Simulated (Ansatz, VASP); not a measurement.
One calculation of Sb2Au, two programs

Contents of INCAR:

```
PREC     = Accurate       # precision mode
ENCUT    = 520            # plane-wave cutoff, eV
EDIFF    = 1E-8           # SCF threshold, eV
ISMEAR   = -1             # smearing method
SIGMA    = 0.08           # smearing width, eV
LREAL    = F              # projectors in reciprocal space
LASPH    = T              # aspherical terms in the spheres
NELM     = 60             # most SCF steps
ALGO     = Normal         # electronic algorithm
ISIF     = 2              # what is computed and relaxed
LWAVE    = F              # write WAVECAR
LCHARG   = F              # write CHGCAR
LEFG     = T            
NBANDS   = 18             # bands
```

Contents of KPOINTS:

```
Automatic mesh
0
Gamma
  9 9 9
```

The input POSCAR:

```
Sb2Au
1.0
    0.0000000000      3.3280000000      3.3280000000
    3.3280000000      0.0000000000      3.3280000000
    3.3280000000      3.3280000000      0.0000000000
Sb Au
2 1
Direct
    0.2500000000      0.2500000000      0.2500000000
    0.7500000000      0.7500000000      0.7500000000
    0.0000000000      0.0000000000      0.0000000000
```

Input for Ansatz:

```yaml
crystal:
  lattice:
    - [0.0, 3.328, 3.328]
    - [3.328, 0.0, 3.328]
    - [3.328, 3.328, 0.0]
  atoms:
    - { symbol: Sb, position: [0.25, 0.25, 0.25] }
    - { symbol: Sb, position: [0.75, 0.75, 0.75] }
    - { symbol: Au, position: [0.0, 0.0, 0.0] }
kpoints:
  mp_grid: { grid: [9, 9, 9] }
  band_path:
    path:
      - [0.0, 0.0, 0.0]
      - [0.5, 0.0, 0.5]
      - [0.625, 0.25, 0.625]
      - [0.375, 0.375, 0.75]
      - [0.0, 0.0, 0.0]
      - [0.5, 0.5, 0.5]
      - [0.5, 0.25, 0.75]
      - [0.5, 0.0, 0.5]
    npoints: 14
scf:
  occupations: { method: fermi_dirac, width: 0.08 }
hamiltonian:
  xc: lda
  pseudopotentials: { kind: paw }
output:
  forces: true
  stress: true
  eigenvalues: true
  efg: { contact_densities: true }
  populations: true
  bader: true
  dos: { projected: true, de: 0.2, e_range: [-14, 8] }
  write_density: true
  write_potential: true
  elf: true
  volumetric_format: npy
```

Alike in both runs: task electric field gradients; functional LDA; k mesh 9 × 9 × 9; occupations fermi-dirac, width 0.08 eV; no spin polarisation.

|  | VASP | Ansatz |
| --- | --- | --- |
| version | VASP 6.6.1 | Ansatz 0.2.0 |
| potentials or method | VASP PAW LDA potentials, release 64 (Sb, Au) | PAW with Ansatz's default frozen-core files, scalar-relativistic |
| plane-wave cutoff (eV) | 520 | 420 |
| valence electrons in the cell | 21 | 49 |

```csv
,VASP,Ansatz,Ansatz less VASP
pressure (GPa),3.1,2.9,-0.22
```

LDA's correlation is that of Perdew and Zunger in VASP and of Perdew and Wang (1992) in Ansatz. VASP's potentials hold 21 valence electrons a cell and Ansatz's 49, so a difference there can come from the potentials and not from the codes.

Spin-orbit coupling is off throughout.
